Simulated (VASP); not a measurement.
# SiNi2 (P6_3/mmc) in VASP: further runs

SiNi2 is run at these levels: r2SCAN, revPBE+D4; tasks: single point.

Everything below comes from runs of VASP 6.6.1. Logs are shortened: lines on timing, memory, paths and dates and some standing lists are left out, and cuts for length are marked.

## (1) The cell of the first run

The structure is hexagonal, space group P6_3/mmc (No. 194). Conventional cell: a = 3.836 Å, b = 3.836 Å, c = 4.948 Å, α = 90.00°, β = 90.00°, γ = 120.00°. Within 2.9 Å of Ni (site symmetry -6m2) lie 5 Si at 2.21 to 2.47 Å and 6 Ni at 2.54 Å. Ni (site symmetry -3m) has 8 Ni at 2.47 to 2.54 Å and 6 Si at 2.54 Å within 3.3 Å. Si (site symmetry -6m2) has 11 Ni at 2.21 to 2.54 Å within 2.9 Å.

## (2) Single point, r2SCAN, collinear spin, ferromagnetic start

POSCAR reads:

```
SiNi2
1.0
    3.8360000000      0.0000000000      0.0000000000
   -1.9180000000      3.3220734489      0.0000000000
    0.0000000000      0.0000000000      4.9480000000
Ni Si
4 2
Direct
    0.6666666667      0.3333333333      0.7500000000
    0.3333333333      0.6666666667      0.2500000000
    0.0000000000      0.0000000000      0.5000000000
    0.0000000000      0.0000000000      0.0000000000
    0.6666666667      0.3333333333      0.2500000000
    0.3333333333      0.6666666667      0.7500000000
```

INCAR.step1 reads:

```
PREC = Accurate
ENCUT = 520
ISMEAR = 0
SIGMA = 0.05
LREAL = F
LASPH = T
NELM = 150
ISPIN = 2
MAGMOM = 1 1 1 1 0 0
LMAXMIX = 4
NBANDS = 37
GGA = PE
ALGO = Normal
EDIFF = 1E-4
LWAVE = T
LCHARG = F
```

INCAR.step2 reads:

```
PREC = Accurate
ENCUT = 520
EDIFF = 1E-6
ISMEAR = 0
SIGMA = 0.05
LREAL = F
LASPH = T
NELM = 150
ALGO = Normal
ISIF = 2
LWAVE = F
LCHARG = F
ISPIN = 2
MAGMOM = 1 1 1 1 0 0
LORBIT = 11
LMAXMIX = 4
METAGGA = R2SCAN
LMIXTAU = T
NBANDS = 37
ISTART = 1
```

KPOINTS reads:

```
regular mesh
0
Gamma
  7 7 5
```

Potentials or basis: VASP PAW PBE potentials, release 64 (Ni, Si).

Started as:

```sh
$ cat potpaw_PBE.64/Ni/POTCAR potpaw_PBE.64/Si/POTCAR > POTCAR
$ cp INCAR.step1 INCAR
$ mpirun -np 1 vasp_std > vasp.out
$ cp INCAR.step2 INCAR
$ mpirun -np 1 vasp_std > vasp.out
```

OUTCAR:

```text
PREC = Accurate
   ENCUT = 520
   EDIFF = 1E-6
   ISMEAR = 0
   LREAL = F
   LASPH = T
   NELM = 150
   ISIF = 2
   ISPIN = 2
   LORBIT = 11
   METAGGA = R2SCAN
   ISTART = 1

 ion  position               nearest neighbor table
   1  0.667  0.333  0.750-   6 2.21   6 2.21   6 2.21   5 2.47   5 2.47   3 2.54   4 2.54   3 2.54
                             4 2.54   3 2.54   4 2.54
   2  0.333  0.667  0.250-   5 2.21   5 2.21   5 2.21   6 2.47   6 2.47   3 2.54   4 2.54   4 2.54
                             3 2.54   4 2.54   3 2.54
   3  0.000  0.000  0.500-   4 2.47   4 2.47   1 2.54   5 2.54   6 2.54   2 2.54   2 2.54   6 2.54
                             1 2.54   5 2.54   1 2.54   5 2.54   2 2.54   6 2.54
   4  0.000  0.000  0.000-   3 2.47   3 2.47   1 2.54   5 2.54   6 2.54   2 2.54   2 2.54   6 2.54
                             1 2.54   5 2.54   1 2.54   5 2.54   2 2.54   6 2.54
   5  0.667  0.333  0.250-   2 2.21   2 2.21   2 2.21   1 2.47   1 2.47   3 2.54   4 2.54   3 2.54
                             4 2.54   3 2.54   4 2.54
   6  0.333  0.667  0.750-   1 2.21   1 2.21   1 2.21   2 2.47   2 2.47   3 2.54   4 2.54   4 2.54
                             3 2.54   4 2.54   3 2.54

  LATTYP: Found a hexagonal cell.
 ALAT       =     3.8360000000
 C/A-ratio  =     1.2898852972

  Lattice vectors:

 A1 = (   3.8360000000,   0.0000000000,   0.0000000000)
 A2 = (  -1.9180000000,   3.3220734489,   0.0000000000)
 A3 = (   0.0000000000,   0.0000000000,   4.9480000000)

Analysis of symmetry for initial positions (statically):
=====================================================================
 Subroutine PRICEL returns:
 Original cell was already a primitive cell.

 Routine SETGRP: Setting up the symmetry group for a
 hexagonal supercell.

 Subroutine GETGRP returns: Found 24 space group operations
 (whereof 12 operations were pure point group operations)
 out of a pool of 24 trial point group operations.

The static configuration has the point symmetry D_3d.
 The point group associated with its full space group is D_6h.

Analysis of symmetry for dynamics (positions and initial velocities):
=====================================================================
 Subroutine PRICEL returns:
 Original cell was already a primitive cell.

 Routine SETGRP: Setting up the symmetry group for a
 hexagonal supercell.

 Subroutine GETGRP returns: Found 24 space group operations
 (whereof 12 operations were pure point group operations)
 out of a pool of 24 trial point group operations.

The dynamic configuration has the point symmetry D_3d.
 The point group associated with its full space group is D_6h.

Analysis of structural, dynamic, and magnetic symmetry:
=====================================================================
 Subroutine PRICEL returns:
 Original cell was already a primitive cell.

 Routine SETGRP: Setting up the symmetry group for a
 hexagonal supercell.

 Subroutine GETGRP returns: Found 24 space group operations
 (whereof 12 operations were pure point group operations)
 out of a pool of 24 trial point group operations.

The overall configuration has the point symmetry D_3d.
 The point group associated with its full space group is D_6h.

 Subroutine INISYM returns: Found 24 space group operations
 (whereof 12 operations are pure point group operations),
 and found     1 'primitive' translations

----------------------------------------------------------------------------------------

                                     Primitive cell

  volume of cell :      63.0547

  direct lattice vectors                    reciprocal lattice vectors
     3.836000000  0.000000000  0.000000000     0.260688217  0.150508412  0.000000000
    -1.918000000  3.322073449  0.000000000     0.000000000  0.301016824  0.000000000
     0.000000000  0.000000000  4.948000000     0.000000000  0.000000000  0.202101859

  length of vectors
     3.836000000  3.836000000  4.948000000     0.301016824  0.301016824  0.202101859

  position of ions in fractional coordinates (direct lattice)
     0.666666667  0.333333333  0.750000000
     0.333333333  0.666666667  0.250000000
     0.000000000  0.000000000  0.500000000
     0.000000000  0.000000000  0.000000000
     0.666666667  0.333333333  0.250000000
     0.333333333  0.666666667  0.750000000

  ion indices of the primitive-cell ions
[... 61 lines left out ...]
   number of dos      NEDOS =    301   number of ions     NIONS =      6
   total plane-waves  NPLWV =  36000
   dimension x,y,z NGX =    30 NGY =   30 NGZ =   40
   dimension x,y,z NGXF=    60 NGYF=   60 NGZF=   80
   ions per type =               4   2
   NGX,Y,Z   is equivalent  to a cutoff of  13.00, 13.00, 13.44 a.u.
   NGXF,Y,Z  is equivalent  to a cutoff of  26.00, 26.00, 26.88 a.u.
 SYSTEM =  unknown system
   PREC   = accura    normal or accurate (medium, high low for compatibility)
   ISTART =      1    job   : 0-new  1-cont  2-samecut
   ICHARG =      0    charge: 1-file 2-atom 10-const
   ISPIN  =      2    spin polarized calculation?
   LNONCOLLINEAR =      F non collinear calculations
   LSORBIT =      F    spin-orbit coupling
   LASPH  =      T    aspherical Exc in radial PAW
   ENCUT  =  520.0 eV  38.22 Ry    6.18 a.u.   7.13  7.13  9.20*2*pi/ulx,y,z
   NELM   =    150;   NELMIN=  2; NELMDL=  0     # of ELM steps
   EDIFF  = 0.1E-05   stopping-criterion for ELM
   LREAL  =      F    real-space projection
   EDIFFG = 0.1E-04   stopping-criterion for IOM
   NSW    =      0    number of steps for IOM
   IBRION =     -1    ionic relax: 0-MD 1-quasi-New 2-CG
   NFREE  =      0    steps in history (QN), initial steepest desc. (CG)
   ISIF   =      2    stress and relaxation
   ISYM   =      2    0-nonsym 1-usesym 2-fastsym
   POTIM  = 0.5000    time-step for ionic-motion
   TEBEG  =    0.0;   TEEND  =   0.0 temperature during run
   PSTRESS=    0.0 pullay stress
   NELECT =      48.0000    total number of electrons
   NUPDOWN=      -1.0000    fix difference up-down
   EMIN   =  10.00;   EMAX   =-10.00  energy-range for DOS
   EFERMI =   0.00;   METHOD = LEGACY
   ISMEAR =     0;   SIGMA  =   0.05  broadening in eV -4-tet -1-fermi 0-gaus
   EFERMI_NEDOS =   21; number of points for ismear=-14 and -15
   IALGO  =     38    algorithm
   IMIX   =      4    mixing-type and parameters
     AMIX     =   0.40;   BMIX     =  1.00
     AMIX_MAG =   1.60;   BMIX_MAG =  1.00
  volume/ion in A,a.u.               =      10.51        70.92
  Fermi-wavevector in a.u.,A,eV,Ry     =   1.494799  2.824760 30.401176  2.234423
  Thomas-Fermi vector in A             =   2.607025
   LORBIT       =     11    0 simple, 1 ext, 2 COOP (PROOUT), +10 PAW based schemes
   METAGGA = R2SCAN    functional components
   LHFCALC =     F    Hartree Fock is set to
   AEXX    =    0.0000 exact exchange contribution
   IVDW    =     0    specifies the selected vdW correction
   LEPSILON=     F    determine dielectric tensor
   LRPA    =     F    only Hartree local field effects (RPA)
 spin polarized calculation
 Gauss-broadening in eV      SIGMA  =   0.05
  energy-cutoff  :      520.00
  volume of cell :       63.05
 maximum number of plane-waves:      1708
 NGX is ok and might be reduce to    30
   NGX = 15   NGY = 15   NGZ = 19

 number of electron      47.9999937 magnetization      -0.0043619

 Free energy of the ion-electron system (eV)
  ---------------------------------------------------
  ext. energy  EPLUGINS =         0.00000000
  ---------------------------------------------------
  free energy    TOTEN  =       -68.22678424 eV

  energy without entropy =      -68.22088437  energy(sigma->0) =      -68.22383430

 E-fermi :  11.5419     XC(G=0): -14.2277

 val. band max:       11.5308872692   @ k =   0.2857   0.2857   0.4000
 cond. band min:      11.5497137115   @ k =   0.4286   0.1429   0.4000
 fundamental gap:      0.0188264423
 Fermi energy:        11.5418813051

 spin component 1

 k-point     1 :       0.0000    0.0000    0.0000
  band No.  band energies     occupation
      1      -1.9537      1.00000
      2       2.7828      1.00000
      3       4.4875      1.00000
      4       6.0168      1.00000
      5       6.0168      1.00000
      6       7.2801      1.00000
[... 925 lines left out ...]
     35      21.0431      0.00000
     36      22.3983      0.00000
 Fermi energy:        11.5418813051

 spin component 2

 k-point     1 :       0.0000    0.0000    0.0000
  band No.  band energies     occupation
      1      -1.9538      1.00000
      2       2.7827      1.00000
      3       4.4872      1.00000
      4       6.0163      1.00000
      5       6.0163      1.00000
      6       7.2797      1.00000
[... 925 lines left out ...]
     35      21.0427      0.00000
     36      22.3980      0.00000
 [bands above 36 left out]

------------------------ aborting loop because EDIFF is reached ----------------------------------------

  FORCE on cell =-STRESS in cart. coord.  units (eV):
  Direction    XX          YY          ZZ          XY          YZ          ZX
  --------------------------------------------------------------------------------------
  -------------------------------------------------------------------------------------
  Total        2.0865222      2.0865222      0.3227937      0.0000000     -0.0000000      0.0000000
  in kB       53.0171130     53.0171130      8.2019679      0.0000000     -0.0000000      0.0000000
  external PRESSURE =      38.0787313 kB  Pullay stress =       0.0000000 kB

 VOLUME and BASIS-vectors are now :
 -----------------------------------------------------------------------------
  energy-cutoff  :      520.00
  volume of cell :       63.05
      direct lattice vectors                 reciprocal lattice vectors
     3.836000000  0.000000000  0.000000000     0.260688217  0.150508412  0.000000000
    -1.918000000  3.322073449  0.000000000     0.000000000  0.301016824  0.000000000
     0.000000000  0.000000000  4.948000000     0.000000000  0.000000000  0.202101859

 POSITION                                       TOTAL-FORCE (eV/Angst)
 -----------------------------------------------------------------------------------
      1.91800      1.10736      3.71100        -0.000000      0.000000      0.000000
     -0.00000      2.21472      1.23700         0.000000     -0.000000      0.000000
      0.00000      0.00000      2.47400         0.000000      0.000000      0.000000
      0.00000      0.00000      0.00000         0.000000      0.000000      0.000000
      1.91800      1.10736      1.23700         0.000000      0.000000      0.000000
     -0.00000      2.21472      3.71100        -0.000000     -0.000000      0.000000
 -----------------------------------------------------------------------------------
    total drift:                                0.000000     -0.000000      0.000000

  FREE ENERGIE OF THE ION-ELECTRON SYSTEM (eV)
  ---------------------------------------------------
  free  energy   TOTEN  =       -68.2267842368 eV

  energy  without entropy=      -68.2208843685  energy(sigma->0) =      -68.22383430

 total charge

# of ion       s       p       d       tot
------------------------------------------
    1        0.542   0.680   8.555   9.777
    2        0.542   0.680   8.555   9.777
    3        0.454   0.592   8.465   9.511
    4        0.454   0.592   8.465   9.511
    5        0.714   0.907   0.000   1.621
    6        0.714   0.907   0.000   1.621
--------------------------------------------------
tot          3.418   4.359  34.039  41.816

 magnetization (x)

# of ion       s       p       d       tot
------------------------------------------
    1       -0.000   0.000  -0.001  -0.001
    2       -0.000   0.000  -0.001  -0.001
    3        0.000  -0.000  -0.001  -0.001
    4        0.000  -0.000  -0.001  -0.001
    5       -0.000  -0.000   0.000  -0.000
    6       -0.000  -0.000   0.000  -0.000
--------------------------------------------------
tot         -0.000  -0.000  -0.004  -0.004
```

Wall time 9.1 min (1 thread of Intel Xeon Platinum 8259CL at 2.50GHz (Skylake/Cascade Lake), shared host); peak memory 0.27 GiB.

What came out:

```
Free energy                                           : -68.2268 eV
Pressure                                              : 3.8 GPa
Band gap on the k mesh                                : zero (filled and empty bands overlap)
Net moment                                            : 0.00 μB per cell
Valence electrons inside the program's atomic spheres : Ni 9.78, 9.51 (each value once); Si 1.62
```

Stress tensor (GPa, compression positive):
```
5.30 0.00 0.00
0.00 5.30 0.00
0.00 0.00 0.82
```

Levels at points of the mesh, in eV from the Fermi level:
Spin up:
```
           k point  band 20  band 21  band 22  band 23  band 24  band 25  band 26  band 27  band 28  band 29
(0.00, 0.00, 0.00)    -1.28    -0.67    -0.67     0.05     2.97     2.97     3.09     3.09     3.30     3.65
```
Spin down:
```
           k point  band 20  band 21  band 22  band 23  band 24  band 25  band 26  band 27  band 28  band 29
(0.00, 0.00, 0.00)    -1.28    -0.67    -0.67     0.05     2.97     2.97     3.09     3.09     3.30     3.65
```

Caveat: the cell stands under pressure; the PAW data sets were made with another functional, which shifts forces and pressure a little.

## (3) Single point, revPBE+D4, collinear spin, ferromagnetic start

This run uses another cell than the first one, of 10.55 Å³/atom.

INCAR reads:

```
  PREC = Accurate
  ENCUT = 520
  EDIFF = 1E-6
  ISMEAR = -1
  SIGMA = 0.05
  LREAL = F
  LASPH = T
  NELM = 150
  ALGO = Normal
  ISIF = 2
  LWAVE = F
  LCHARG = F
  ISPIN = 2
  MAGMOM = 1 1 1 1 0 0
  LORBIT = 11
  LMAXMIX = 4
  GGA = RE
  IVDW = 13
  NBANDS = 37
```

KPOINTS reads:

```
Automatic mesh
0
Gamma
  8 8 6
```

Edit POSCAR of step 2 so:

```diff
@@ -2,5 +2,5 @@
 1.0
-    3.8360000000      0.0000000000      0.0000000000
-   -1.9180000000      3.3220734489      0.0000000000
-    0.0000000000      0.0000000000      4.9480000000
+    3.8630510222      0.0000000000      0.0000000000
+   -1.9315255111      3.3455003213      0.0000000000
+    0.0000000000      0.0000000000      4.8969125863
 Ni Si
```

Potentials or basis: VASP PAW PBE potentials, release 64 (Ni, Si).

Started as:

```sh
$ cat potpaw_PBE.64/Ni/POTCAR potpaw_PBE.64/Si/POTCAR > POTCAR
$ mpirun -np 1 vasp_std > vasp.out
```

Wall time 2.1 min (1 thread of Intel Xeon Platinum 8488C (Sapphire Rapids), shared host); peak memory 0.28 GiB.

Results (log left out):

```
Free energy                                           : -38.8804 eV
Pressure                                              : -0.2 GPa
Band gap on the k mesh                                : zero (filled and empty bands overlap)
Net moment                                            : 0.00 μB per cell
Valence electrons inside the program's atomic spheres : Ni 9.70, 9.46 (each value once); Si 1.62
Dispersion energy per atom                            : -0.908 eV
```

Stress tensor (GPa, compression positive):
```
-0.11  0.00  0.00
 0.00 -0.11  0.00
 0.00  0.00 -0.24
```

Levels at points of the mesh, in eV from the Fermi level:
Spin up:
```tsv
k point	band 21	band 22	band 23	band 24	band 25	band 26	band 27	band 28
(0.00, 0.00, 0.00)	-0.66	-0.66	0.13	2.73	2.73	2.79	2.87	2.87
(0.50, 0.00, 0.00)	-1.37	-1.26	-1.06	-0.72	-0.58	1.25	1.86	3.04
(0.00, 0.00, 0.50)	-1.29	-1.29	2.26	2.26	3.33	3.33	3.33	3.33
(0.50, 0.00, 0.50)	-1.31	-1.31	-0.94	-0.94	0.96	0.96	2.97	2.97
```
Spin down:
```tsv
k point	band 20	band 21	band 22	band 23	band 24	band 25	band 26	band 27	band 28	band 29
(0.00, 0.00, 0.00)	-1.29	-0.66	-0.66	0.14	2.73	2.73	2.79	2.87	2.87	3.31
(0.50, 0.00, 0.00)	-1.54	-1.37	-1.26	-1.06	-0.72	-0.58	1.25	1.86	3.04	3.79
(0.00, 0.00, 0.50)	-1.29	-1.29	-1.29	2.26	2.26	3.33	3.33	3.33	3.33	4.29
(0.50, 0.00, 0.50)	-1.75	-1.31	-1.31	-0.94	-0.94	0.96	0.96	2.97	2.97	5.84
```

Caveat: the PAW data sets were made with another functional, which shifts forces and pressure a little.
